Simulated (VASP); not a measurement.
Input of a VASP 6.6.1 run:

File INCAR:

```
PREC = Accurate
ENCUT = 520
EDIFF = 1E-7
ISMEAR = -1
SIGMA = 0.1
LREAL = False
LASPH = True
NELM = 150
ALGO = Normal
ISIF = 2
LWAVE = False
LCHARG = False
ISPIN = 2
MAGMOM = 1 1 1 0
LORBIT = 11
LMAXMIX = 4
GGA = CA
NBANDS = 35
```

Contents of KPOINTS:

```
regular mesh
0
Gamma
  7 7 7
```

POSCAR

```
V3Re
1.0
    0.0000000000      3.0746837771      3.0746837771
    3.0746837771      0.0000000000      3.0746837771
    3.0746837771      3.0746837771      0.0000000000
V Re
3 1
Direct
    0.7500000000      0.7500000000      0.7500000000
    0.2500000000      0.2500000000      0.2500000000
    0.0000000000      0.0000000000      0.0000000000
    0.5000000000      0.5000000000      0.5000000000
```

Potentials or basis: VASP PAW LDA potentials, release 64 (V_sv, Re).

Command:

```bash
$ cat potpaw_LDA.64/V_sv/POTCAR potpaw_LDA.64/Re/POTCAR > POTCAR
$ mpirun -np 1 vasp_std > vasp.out
```

Problem. What does it give for the net moment?

Solution. 0.00 μB per cell.

Problem. Predict the band gap on the k mesh.

Solution. Zero (filled and empty bands overlap).

Problem. Estimate the pressure.

Solution. -24.8 GPa.

Caveat: the cell stands under tension; the moments typed at the start vanished in this run; spin-orbit coupling is left out, which moves the levels of the heavy elements.
